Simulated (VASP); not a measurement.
# Co (P6_3/mmc) in VASP: single point with PBEsol

Aim: the single point of Co with PBEsol.

Everything below comes from runs of VASP 6.6.1. Logs are shortened: lines on timing, memory, paths and dates and some standing lists are left out, and cuts for length are marked.

## 1. The cell of the first run

The structure is hexagonal, space group P6_3/mmc (No. 194). The conventional cell has a = 2.451 Å, b = 2.451 Å, c = 3.964 Å, α = 90.00°, β = 90.00°, γ = 120.00°. Co (site symmetry -6m2) has 12 Co at 2.44 to 2.45 Å within 3.2 Å.

## 2. Single point, PBEsol, collinear spin, ferromagnetic start

INCAR

```
PREC = Accurate
ENCUT = 690
EDIFF = 1E-6
ISMEAR = 0
SIGMA = 0.1
LREAL = F
LASPH = T
NELM = 200
ALGO = Normal
ISIF = 2
LWAVE = F
LCHARG = F
ISPIN = 2
MAGMOM = 1.78 1.78
LORBIT = 11
LMAXMIX = 4
GGA = PS
NBANDS = 28
GGA_COMPAT = F
```

KPOINTS

```
Automatic mesh
0
Gamma
  9 9 4
```

POSCAR

```
Co
1.0
    2.4511577378      0.0000000000      0.0000000000
   -1.2255788689      2.1227648696      0.0000000000
    0.0000000000      0.0000000000      3.9642229602
Co
2
Direct
    0.3333333333      0.6666666667      0.2500000000
    0.6666666667      0.3333333333      0.7500000000
```

Potentials or basis: VASP PAW PBE potentials, release 64 (Co_sv).

Command:

```sh
> cat potpaw_PBE.64/Co_sv/POTCAR > POTCAR
> mpirun -np 1 vasp_std > vasp.out
```

OUTCAR:

```text
PREC = Accurate
   ENCUT = 690
   EDIFF = 1E-6
   ISMEAR = 0
   LREAL = F
   LASPH = T
   NELM = 200
   ISIF = 2
   ISPIN = 2
   LORBIT = 11
   GGA = PS

 ion  position               nearest neighbor table
   1  0.333  0.667  0.250-   2 2.44   2 2.44   2 2.44   2 2.44   2 2.44   2 2.44
   2  0.667  0.333  0.750-   1 2.44   1 2.44   1 2.44   1 2.44   1 2.44   1 2.44

  LATTYP: Found a hexagonal cell.
 ALAT       =     2.4511577378
 C/A-ratio  =     1.6172859458

  Lattice vectors:

 A1 = (   2.4511577378,   0.0000000000,   0.0000000000)
 A2 = (  -1.2255788689,   2.1227648696,   0.0000000000)
 A3 = (   0.0000000000,   0.0000000000,   3.9642229602)

Analysis of symmetry for initial positions (statically):
=====================================================================
 Subroutine PRICEL returns:
 Original cell was already a primitive cell.

 Routine SETGRP: Setting up the symmetry group for a
 hexagonal supercell.

 Subroutine GETGRP returns: Found 24 space group operations
 (whereof 12 operations were pure point group operations)
 out of a pool of 24 trial point group operations.

The static configuration has the point symmetry D_3d.
 The point group associated with its full space group is D_6h.

Analysis of symmetry for dynamics (positions and initial velocities):
=====================================================================
 Subroutine PRICEL returns:
 Original cell was already a primitive cell.

 Routine SETGRP: Setting up the symmetry group for a
 hexagonal supercell.

 Subroutine GETGRP returns: Found 24 space group operations
 (whereof 12 operations were pure point group operations)
 out of a pool of 24 trial point group operations.

The dynamic configuration has the point symmetry D_3d.
 The point group associated with its full space group is D_6h.

Analysis of structural, dynamic, and magnetic symmetry:
=====================================================================
 Subroutine PRICEL returns:
 Original cell was already a primitive cell.

 Routine SETGRP: Setting up the symmetry group for a
 hexagonal supercell.

 Subroutine GETGRP returns: Found 24 space group operations
 (whereof 12 operations were pure point group operations)
 out of a pool of 24 trial point group operations.

The overall configuration has the point symmetry D_3d.
 The point group associated with its full space group is D_6h.

 Subroutine INISYM returns: Found 24 space group operations
 (whereof 12 operations are pure point group operations),
 and found     1 'primitive' translations

----------------------------------------------------------------------------------------

                                     Primitive cell

  volume of cell :      20.6268

  direct lattice vectors                    reciprocal lattice vectors
     2.451157738  0.000000000  0.000000000     0.407970480  0.235541867  0.000000000
    -1.225578869  2.122764870  0.000000000     0.000000000  0.471083733  0.000000000
     0.000000000  0.000000000  3.964222960     0.000000000  0.000000000  0.252256245

  length of vectors
     2.451157738  2.451157738  3.964222960     0.471083733  0.471083733  0.252256245

  position of ions in fractional coordinates (direct lattice)
     0.333333333  0.666666667  0.250000000
     0.666666667  0.333333333  0.750000000

  ion indices of the primitive-cell ions
   primitive index   ion index
                 1           1
                 2           2

----------------------------------------------------------------------------------------

 KPOINTS: Automatic mesh

Automatic generation of k-mesh.
 Grid dimensions read from file:
 generate k-points for:    9    9    4

 Generating k-lattice:

  Cartesian coordinates                     Fractional coordinates (reciprocal lattice)
     0.045330053  0.026171319  0.000000000     0.111111111  0.000000000  0.000000000
     0.000000000  0.052342637  0.000000000     0.000000000  0.111111111  0.000000000
     0.000000000  0.000000000  0.063064061     0.000000000  0.000000000  0.250000000

  Length of vectors
     0.052342637  0.052342637  0.063064061

  Shift w.r.t. Gamma in fractional coordinates (k-lattice)
     0.000000000  0.000000000  0.000000000

 Subroutine IBZKPT returns following result:
 ===========================================

 Found     36 irreducible k-points:

 Following reciprocal coordinates:
            Coordinates               Weight
  0.000000  0.000000  0.000000      1.000000
  0.111111 -0.000000  0.000000      6.000000
  0.222222 -0.000000  0.000000      6.000000
  0.333333 -0.000000  0.000000      6.000000
  0.444444 -0.000000  0.000000      6.000000
  0.111111  0.111111  0.000000      6.000000
[... 16 lines left out ...]
  0.333333  0.222222  0.250000     24.000000
  0.333333  0.333333  0.250000      4.000000
 [... further k-points ...]
   k-points           NKPTS =     36   k-points in BZ     NKDIM =     36   number of bands    NBANDS=     28
   number of dos      NEDOS =    301   number of ions     NIONS =      2
   total plane-waves  NPLWV =  20736
   dimension x,y,z NGX =    24 NGY =   24 NGZ =   36
   dimension x,y,z NGXF=    48 NGYF=   48 NGZF=   72
   ions per type =               2
   NGX,Y,Z   is equivalent  to a cutoff of  16.28, 16.28, 15.10 a.u.
   NGXF,Y,Z  is equivalent  to a cutoff of  32.56, 32.56, 30.19 a.u.
 SYSTEM =  unknown system
   PREC   = accura    normal or accurate (medium, high low for compatibility)
   ISTART =      0    job   : 0-new  1-cont  2-samecut
   ICHARG =      2    charge: 1-file 2-atom 10-const
   ISPIN  =      2    spin polarized calculation?
   LNONCOLLINEAR =      F non collinear calculations
   LSORBIT =      F    spin-orbit coupling
   LASPH  =      T    aspherical Exc in radial PAW
   ENCUT  =  690.0 eV  50.71 Ry    7.12 a.u.   5.25  5.25  8.49*2*pi/ulx,y,z
   NELM   =    200;   NELMIN=  2; NELMDL= -5     # of ELM steps
   EDIFF  = 0.1E-05   stopping-criterion for ELM
   LREAL  =      F    real-space projection
   EDIFFG = 0.1E-04   stopping-criterion for IOM
   NSW    =      0    number of steps for IOM
   IBRION =     -1    ionic relax: 0-MD 1-quasi-New 2-CG
   NFREE  =      0    steps in history (QN), initial steepest desc. (CG)
   ISIF   =      2    stress and relaxation
   ISYM   =      2    0-nonsym 1-usesym 2-fastsym
   POTIM  = 0.5000    time-step for ionic-motion
   TEBEG  =    0.0;   TEEND  =   0.0 temperature during run
   PSTRESS=    0.0 pullay stress
   NELECT =      34.0000    total number of electrons
   NUPDOWN=      -1.0000    fix difference up-down
   EMIN   =  10.00;   EMAX   =-10.00  energy-range for DOS
   EFERMI =   0.00;   METHOD = LEGACY
   ISMEAR =     0;   SIGMA  =   0.10  broadening in eV -4-tet -1-fermi 0-gaus
   EFERMI_NEDOS =   21; number of points for ismear=-14 and -15
   IALGO  =     38    algorithm
   IMIX   =      4    mixing-type and parameters
     AMIX     =   0.40;   BMIX     =  1.00
     AMIX_MAG =   1.60;   BMIX_MAG =  1.00
  volume/ion in A,a.u.               =      10.31        69.60
  Fermi-wavevector in a.u.,A,eV,Ry     =   1.933856  3.654457 50.883038  3.739798
  Thomas-Fermi vector in A             =   2.965281
   LORBIT       =     11    0 simple, 1 ext, 2 COOP (PROOUT), +10 PAW based schemes
   GGA     = PS    functional components
   LHFCALC =     F    Hartree Fock is set to
   AEXX    =    0.0000 exact exchange contribution
   IVDW    =     0    specifies the selected vdW correction
   LEPSILON=     F    determine dielectric tensor
   LRPA    =     F    only Hartree local field effects (RPA)
 spin polarized calculation
 Gauss-broadening in eV      SIGMA  =   0.10
  energy-cutoff  :      690.00
  volume of cell :       20.63
 maximum number of plane-waves:       862
 NGX is ok and might be reduce to    24
   NGX = 11   NGY = 11   NGZ = 17

 number of electron      34.0000001 magnetization       3.0039458

 Free energy of the ion-electron system (eV)
  ---------------------------------------------------
  ext. energy  EPLUGINS =         0.00000000
  ---------------------------------------------------
  free energy    TOTEN  =       -15.62918577 eV

  energy without entropy =      -15.61977479  energy(sigma->0) =      -15.62448028

 E-fermi :  12.6648     XC(G=0): -14.4239

 val. band max:       12.6329802875   @ k =   0.1111   0.1111   0.0000
 cond. band min:      12.6715933587   @ k =   0.4444  -0.0000   0.5000
 fundamental gap:      0.0386130712
 Fermi energy:        12.6647899894

 spin component 1

 k-point     1 :       0.0000    0.0000    0.0000
  band No.  band energies     occupation
      1     -83.0857      1.00000
      2     -83.0137      1.00000
      3     -46.6503      1.00000
      4     -46.3038      1.00000
      5     -46.3038      1.00000
      6     -46.2514      1.00000
[... 20 lines left out ...]
     27      39.1327      0.00000
     28      39.1327      0.00000
[... 683 lines left out ...]
 k-point    24 :       0.3333    0.3333    0.2500
  band No.  band energies     occupation
      1     -83.0002      1.00000
      2     -83.0002      1.00000
      3     -46.5294      1.00000
      4     -46.5294      1.00000
      5     -46.5164      1.00000
      6     -46.4320      1.00000
[... 20 lines left out ...]
     27      32.5765      0.00000
     28      42.9232      0.00000

 [... further k-points ...]

 spin component 2

 k-point     1 :       0.0000    0.0000    0.0000
  band No.  band energies     occupation
      1     -81.1796      1.00000
      2     -81.1028      1.00000
      3     -44.8053      1.00000
      4     -44.4432      1.00000
      5     -44.4432      1.00000
      6     -44.3819      1.00000
[... 20 lines left out ...]
     27      39.4926      0.00000
     28      39.4926      0.00000
[... 683 lines left out ...]
 k-point    24 :       0.3333    0.3333    0.2500
  band No.  band energies     occupation
      1     -81.0883      1.00000
      2     -81.0883      1.00000
      3     -44.6834      1.00000
      4     -44.6834      1.00000
      5     -44.6733      1.00000
      6     -44.5818      1.00000
[... 20 lines left out ...]
     27      32.9156      0.00000
     28      43.0069      0.00000

 [... further k-points ...]

------------------------ aborting loop because EDIFF is reached ----------------------------------------

  FORCE on cell =-STRESS in cart. coord.  units (eV):
  Direction    XX          YY          ZZ          XY          YZ          ZX
  --------------------------------------------------------------------------------------
  -------------------------------------------------------------------------------------
  Total       -0.1558845     -0.1558845     -0.1761890      0.0000000      0.0000000      0.0000000
  in kB      -12.1082740    -12.1082740    -13.6854230      0.0000000      0.0000000      0.0000000
  external PRESSURE =     -12.6339903 kB  Pullay stress =       0.0000000 kB

 VOLUME and BASIS-vectors are now :
 -----------------------------------------------------------------------------
  energy-cutoff  :      690.00
  volume of cell :       20.63
      direct lattice vectors                 reciprocal lattice vectors
     2.451157738  0.000000000  0.000000000     0.407970480  0.235541867  0.000000000
    -1.225578869  2.122764870  0.000000000     0.000000000  0.471083733  0.000000000
     0.000000000  0.000000000  3.964222960     0.000000000  0.000000000  0.252256245

 POSITION                                       TOTAL-FORCE (eV/Angst)
 -----------------------------------------------------------------------------------
     -0.00000      1.41518      0.99106        -0.000000      0.000000      0.000000
      1.22558      0.70759      2.97317         0.000000     -0.000000      0.000000
 -----------------------------------------------------------------------------------
    total drift:                               -0.000000      0.000000     -0.000000

  FREE ENERGIE OF THE ION-ELECTRON SYSTEM (eV)
  ---------------------------------------------------
  free  energy   TOTEN  =       -15.6291857687 eV

  energy  without entropy=      -15.6197747941  energy(sigma->0) =      -15.62448028

 total charge

# of ion       s       p       d       tot
------------------------------------------
    1        2.256   6.132   6.707  15.096
    2        2.256   6.132   6.707  15.096
--------------------------------------------------
tot          4.513  12.265  13.415  30.192

 magnetization (x)

# of ion       s       p       d       tot
------------------------------------------
    1       -0.006  -0.014   1.581   1.561
    2       -0.006  -0.014   1.581   1.561
--------------------------------------------------
tot         -0.012  -0.028   3.162   3.122
```

It took 72 s on 1 thread of AMD EPYC 7R13 (Zen 3), shared host; peak memory 0.15 GiB.

What came out:

```yaml
Free_energy: -15.6292 eV
Pressure: -1.3 GPa
Net_moment: 3.00 μB per cell
Site_moments: Co +1.56 μB
Valence_electrons_inside_the_program's_atomic_spheres: Co 15.10
```

Levels at points of the mesh, in eV from the Fermi level:
Spin up:
| k point | band 14 | band 15 | band 16 | band 17 | band 18 | band 19 | band 20 | band 21 | band 22 | band 23 |
| --- | --- | --- | --- | --- | --- | --- | --- | --- | --- | --- |
| (0.00, 0.00, 0.00) | -2.28 | -2.28 | -1.90 | -1.90 | -0.69 | -0.69 | -0.25 | 6.78 | 22.19 | 25.20 |
| (0.00, 0.00, 0.50) | -2.70 | -2.70 | -2.70 | -1.03 | -1.03 | -1.03 | -1.03 | 15.47 | 15.47 | 22.94 |
Spin down:
```csv
k point,band 12,band 13,band 14,band 15,band 16,band 17,band 18,band 19,band 20,band 21
"(0.00, 0.00, 0.00)",-1.11,-1.11,-0.71,-0.71,-0.25,-0.25,-0.24,1.07,1.07,7.76
"(0.00, 0.00, 0.50)",-1.73,-1.18,-1.18,-1.18,-1.18,0.71,0.71,0.71,0.71,15.92
```

Caveat: the k points lie up to 0.40 Å⁻¹ apart; the PAW data sets were made with another functional, which shifts forces and pressure a little.
